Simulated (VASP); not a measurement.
# Bi (P6_3/mmc) in VASP: density of states with PBE

Aim: the density of states of Bi with PBE.

Program: VASP 6.6.1. These are calculated values, not measurements. Logs are shortened: lines on timing, memory, paths and dates and some standing lists are left out, and cuts for length are marked.

### Step 1. The cell of the first run

Symmetry: P6_3/mmc, No. 194, hexagonal system. Conventional cell: a = 4.576 Å, b = 4.576 Å, c = 11.940 Å, α = 90.00°, β = 90.00°, γ = 120.00°.

### Step 2. Density of states, PBE

The input, POSCAR:

```
Bi
1.0
    4.5761495000      0.0000000000      0.0000000000
   -2.2880747500      3.9630612500      0.0000000000
    0.0000000000      0.0000000000     11.9397239200
Bi
2
Direct
    0.3333300000      0.6666700000      0.2500000000
    0.6666600000      0.3333300000      0.7500000000
```

The input, INCAR.step1:

```
SYSTEM = Bi
PREC = Accurate
ENCUT = 520
EDIFF = 1E-6
ISMEAR = -1
SIGMA = 0.0951
LREAL = .FALSE.
LASPH = .TRUE.
NELM = 100
ALGO = Normal
ISIF = 2
LWAVE = .FALSE.
LCHARG = .TRUE.
GGA = PE
NBANDS = 22
```

The input, KPOINTS.step1:

```
Automatic mesh
0
G
  9 9 3
  0 0 0
```

The input, INCAR.step2:

```
SYSTEM = Bi
PREC = Accurate
ENCUT = 520
EDIFF = 1E-6
ISMEAR = -5
SIGMA = 0.0951
LREAL = .FALSE.
LASPH = .TRUE.
NELM = 100
ALGO = Normal
ISIF = 2
LWAVE = .FALSE.
LCHARG = .FALSE.
GGA = PE
LORBIT = 11
NEDOS = 2001
ICHARG = 11
```

The input, KPOINTS.step2:

```
Automatic mesh
0
G
  14 14 5
  0 0 0
```

Potentials or basis: VASP PAW PBE potentials, release 64 (Bi_d).

The run is started by

```console
> cat potpaw_PBE.64/Bi_d/POTCAR > POTCAR
> cp INCAR.step1 INCAR
> cp KPOINTS.step1 KPOINTS
> mpirun -np 1 vasp_std > vasp.out
> cp INCAR.step2 INCAR
> cp KPOINTS.step2 KPOINTS
> mpirun -np 1 vasp_std > vasp.out
```

OUTCAR:

```text
SYSTEM = Bi
   PREC = Accurate
   ENCUT = 520
   EDIFF = 1E-6
   ISMEAR = -5
   LREAL = .FALSE.
   LASPH = .TRUE.
   NELM = 100
   ISIF = 2
   GGA = PE
   LORBIT = 11
   ICHARG = 11

 ion  position               nearest neighbor table
   1  0.333  0.667  0.250-
   2  0.667  0.333  0.750-

  LATTYP: Found a hexagonal cell.
 ALAT       =     4.5761495000
 C/A-ratio  =     2.6091201610

  Lattice vectors:

 A1 = (   4.5761495000,   0.0000000000,   0.0000000000)
 A2 = (  -2.2880747500,   3.9630612500,   0.0000000000)
 A3 = (   0.0000000000,   0.0000000000,  11.9397239200)

Analysis of symmetry for initial positions (statically):
=====================================================================
 Subroutine PRICEL returns:
 Original cell was already a primitive cell.

 Routine SETGRP: Setting up the symmetry group for a
 hexagonal supercell.

 Subroutine GETGRP returns: Found  8 space group operations
 (whereof  2 operations were pure point group operations)
 out of a pool of 24 trial point group operations.

The static configuration has the point symmetry C_2 .
 The point group associated with its full space group is D_2h.

Analysis of symmetry for dynamics (positions and initial velocities):
=====================================================================
 Subroutine PRICEL returns:
 Original cell was already a primitive cell.

 Routine SETGRP: Setting up the symmetry group for a
 hexagonal supercell.

 Subroutine GETGRP returns: Found  8 space group operations
 (whereof  2 operations were pure point group operations)
 out of a pool of 24 trial point group operations.

The dynamic configuration has the point symmetry C_2 .
 The point group associated with its full space group is D_2h.

 Subroutine INISYM returns: Found  8 space group operations
 (whereof  2 operations are pure point group operations),
 and found     1 'primitive' translations

----------------------------------------------------------------------------------------

                                     Primitive cell

  volume of cell :     216.5336

  direct lattice vectors                    reciprocal lattice vectors
     4.576149500  0.000000000  0.000000000     0.218524329  0.126165095  0.000000000
    -2.288074750  3.963061250  0.000000000     0.000000000  0.252330190  0.000000000
     0.000000000  0.000000000 11.939723920     0.000000000  0.000000000  0.083754030

  length of vectors
     4.576149500  4.576149094 11.939723920     0.252330168  0.252330190  0.083754030

  position of ions in fractional coordinates (direct lattice)
     0.333330000  0.666670000  0.250000000
     0.666660000  0.333330000  0.750000000

  ion indices of the primitive-cell ions
   primitive index   ion index
                 1           1
                 2           2

----------------------------------------------------------------------------------------

 KPOINTS: Automatic mesh

Automatic generation of k-mesh.
 Grid dimensions read from file:
 generate k-points for:   14   14    5

 Generating k-lattice:

  Cartesian coordinates                     Fractional coordinates (reciprocal lattice)
     0.015608881  0.009011793  0.000000000     0.071428571  0.000000000  0.000000000
     0.000000000  0.018023585  0.000000000     0.000000000  0.071428571  0.000000000
     0.000000000  0.000000000  0.016750806     0.000000000  0.000000000  0.200000000

  Length of vectors
     0.018023583  0.018023585  0.016750806

  Shift w.r.t. Gamma in fractional coordinates (k-lattice)
     0.000000000  0.000000000  0.000000000

 TETIRR: Found   2289 inequivalent tetrahedra from     5880

 Subroutine IBZKPT returns following result:
 ===========================================

 Found    171 irreducible k-points:

 Following reciprocal coordinates:
            Coordinates               Weight
  0.000000  0.000000  0.000000      1.000000
  0.071429  0.000000  0.000000      4.000000
  0.000000  0.071429  0.000000      2.000000
  0.142857  0.000000  0.000000      4.000000
  0.000000  0.142857  0.000000      2.000000
  0.214286  0.000000  0.000000      4.000000
[... 16 lines left out ...]
 -0.285714  0.214286  0.000000      4.000000
  0.285714  0.071429  0.000000      4.000000
 [... further k-points ...]
   k-points           NKPTS =    171   k-points in BZ     NKDIM =    171   number of bands    NBANDS=     19
   number of dos      NEDOS =   2001   number of ions     NIONS =      2
   total plane-waves  NPLWV = 116640
   dimension x,y,z NGX =    36 NGY =   36 NGZ =   90
   dimension x,y,z NGXF=    72 NGYF=   72 NGZF=  180
   ions per type =               2
   NGX,Y,Z   is equivalent  to a cutoff of  13.08, 13.08, 12.53 a.u.
   NGXF,Y,Z  is equivalent  to a cutoff of  26.16, 26.16, 25.06 a.u.
 SYSTEM =  Bi
   PREC   = accura    normal or accurate (medium, high low for compatibility)
   ISTART =      0    job   : 0-new  1-cont  2-samecut
   ICHARG =     11    charge: 1-file 2-atom 10-const
   ISPIN  =      1    spin polarized calculation?
   LNONCOLLINEAR =      F non collinear calculations
   LSORBIT =      F    spin-orbit coupling
   LASPH  =      T    aspherical Exc in radial PAW
   ENCUT  =  520.0 eV  38.22 Ry    6.18 a.u.   8.51  8.51 22.20*2*pi/ulx,y,z
   NELM   =    100;   NELMIN=  2; NELMDL=  0     # of ELM steps
   EDIFF  = 0.1E-05   stopping-criterion for ELM
   LREAL  =      F    real-space projection
   EDIFFG = 0.1E-04   stopping-criterion for IOM
   NSW    =      0    number of steps for IOM
   IBRION =     -1    ionic relax: 0-MD 1-quasi-New 2-CG
   NFREE  =      0    steps in history (QN), initial steepest desc. (CG)
   ISIF   =      2    stress and relaxation
   ISYM   =      2    0-nonsym 1-usesym 2-fastsym
   POTIM  = 0.5000    time-step for ionic-motion
   TEBEG  =    0.0;   TEEND  =   0.0 temperature during run
   PSTRESS=    0.0 pullay stress
   NELECT =      30.0000    total number of electrons
   NUPDOWN=      -1.0000    fix difference up-down
   EMIN   =  10.00;   EMAX   =-10.00  energy-range for DOS
   EFERMI =   0.00;   METHOD = LEGACY
   ISMEAR =    -5;   SIGMA  =   0.10  broadening in eV -4-tet -1-fermi 0-gaus
   EFERMI_NEDOS =   21; number of points for ismear=-14 and -15
   IALGO  =     38    algorithm
   IMIX   =      4    mixing-type and parameters
     AMIX     =   0.40;   BMIX     =  1.00
     AMIX_MAG =   1.60;   BMIX_MAG =  1.00
  volume/ion in A,a.u.               =     108.27       730.62
  Fermi-wavevector in a.u.,A,eV,Ry     =   0.847111  1.600807  9.763493  0.717597
  Thomas-Fermi vector in A             =   1.962565
   LORBIT       =     11    0 simple, 1 ext, 2 COOP (PROOUT), +10 PAW based schemes
   GGA     = PE    functional components
   LHFCALC =     F    Hartree Fock is set to
   AEXX    =    0.0000 exact exchange contribution
   IVDW    =     0    specifies the selected vdW correction
   LEPSILON=     F    determine dielectric tensor
   LRPA    =     F    only Hartree local field effects (RPA)
 non-spin polarized calculation
 Fermi weights with tetrahedron method with Bloechl corrections
  energy-cutoff  :      520.00
  volume of cell :      216.53
 maximum number of plane-waves:      5873
 NGX is ok and might be reduce to    36

 number of electron      29.9999994 magnetization

 Free energy of the ion-electron system (eV)
  ---------------------------------------------------
  ext. energy  EPLUGINS =         0.00000000
  ---------------------------------------------------
  free energy    TOTEN  =        -3.10287457 eV

  energy without entropy =       -3.10287457  energy(sigma->0) =       -3.10287457

 E-fermi :  -1.1148     XC(G=0):  -5.2288

 val. band max:       -1.1122499036   @ k =  -0.0714   0.4286   0.4000
 cond. band min:      -1.1166355267   @ k =   0.5000   0.2857   0.2000
 fundamental gap:     -0.0043856231
 Fermi energy:        -1.1147583722

 k-point     1 :       0.0000    0.0000    0.0000
  band No.  band energies     occupation
      1     -23.9604      2.00000
      2     -23.9604      2.00000
      3     -23.9604      2.00000
      4     -23.9604      2.00000
      5     -23.9407      2.00000
      6     -23.9407      2.00000
[... 11 lines left out ...]
     18       0.2258      0.00000
     19       1.9090      0.00000

 k-point     2 :       0.0714    0.0000    0.0000
  band No.  band energies     occupation
      1     -23.9604      2.00000
      2     -23.9604      2.00000
      3     -23.9601      2.00000
      4     -23.9601      2.00000
      5     -23.9409      2.00000
      6     -23.9408      2.00000
[... 11 lines left out ...]
     18       0.1885      0.00000
     19       2.0829      0.00000

 k-point     3 :       0.0000    0.0714    0.0000
  band No.  band energies     occupation
      1     -23.9604      2.00000
      2     -23.9604      2.00000
      3     -23.9601      2.00000
      4     -23.9601      2.00000
      5     -23.9409      2.00000
      6     -23.9408      2.00000
[... 11 lines left out ...]
     18       0.1885      0.00000
     19       2.0829      0.00000

 k-point     4 :       0.1429    0.0000    0.0000
  band No.  band energies     occupation
      1     -23.9604      2.00000
      2     -23.9604      2.00000
      3     -23.9592      2.00000
      4     -23.9592      2.00000
      5     -23.9412      2.00000
      6     -23.9411      2.00000
[... 407 lines left out ...]
     18      -0.2120      0.00000
     19       2.9860      0.00000

 k-point    23 :      -0.2857    0.2143    0.0000
  band No.  band energies     occupation
      1     -23.9602      2.00000
      2     -23.9602      2.00000
      3     -23.9571      2.00000
      4     -23.9571      2.00000
      5     -23.9418      2.00000
      6     -23.9418      2.00000
[... 11 lines left out ...]
     18      -0.2120      0.00000
     19       2.9860      0.00000

 k-point    24 :       0.2857    0.0714    0.0000
  band No.  band energies     occupation
      1     -23.9602      2.00000
      2     -23.9602      2.00000
      3     -23.9558      2.00000
      4     -23.9558      2.00000
      5     -23.9423      2.00000
      6     -23.9423      2.00000
[... 11 lines left out ...]
     18      -0.3688      0.00000
     19       3.3480      0.00000

 [... further k-points ...]
[... 5 lines left out ...]
  --------------------------------------------------------------------------------------
  -------------------------------------------------------------------------------------
  Total       -7.0654081     -7.0653126     -0.3642478      0.0000000     -0.0000000      0.0000000
  in kB      -52.2784330    -52.2777260     -2.6951455      0.0000000     -0.0000000      0.0000000
  external PRESSURE =     -35.7504348 kB  Pullay stress =       0.0000000 kB

 VOLUME and BASIS-vectors are now :
 -----------------------------------------------------------------------------
  energy-cutoff  :      520.00
  volume of cell :      216.53
      direct lattice vectors                 reciprocal lattice vectors
     4.576149500  0.000000000  0.000000000     0.218524329  0.126165095  0.000000000
    -2.288074750  3.963061250  0.000000000     0.000000000  0.252330190  0.000000000
     0.000000000  0.000000000 11.939723920     0.000000000  0.000000000  0.083754030

 POSITION                                       TOTAL-FORCE (eV/Angst)
 -----------------------------------------------------------------------------------
     -0.00002      2.64205      2.98493         0.000000      0.000006      0.000000
      2.28805      1.32101      8.95479         0.000000     -0.000006     -0.000000
 -----------------------------------------------------------------------------------
    total drift:                                0.000000      0.000000      0.000000

  FREE ENERGIE OF THE ION-ELECTRON SYSTEM (eV)
  ---------------------------------------------------
  free  energy   TOTEN  =        -3.1028745683 eV

  energy  without entropy=       -3.1028745683  energy(sigma->0) =       -3.10287457

 total charge

# of ion       s       p       d       tot
------------------------------------------
    1        1.551   1.140   9.884  12.575
    2        1.551   1.140   9.884  12.575
--------------------------------------------------
tot          3.101   2.280  19.769  25.150
```

It took 11 min on 1 thread of Intel Xeon Platinum 8259CL at 2.50GHz (Skylake/Cascade Lake), shared host; peak memory 0.72 GiB.

What came out:

```
Valence electrons inside the program's atomic spheres : Bi 12.57
```

Caveat: spin-orbit coupling is left out, which moves the levels of the heavy elements; tetrahedron occupations give inexact forces and stress in metals.
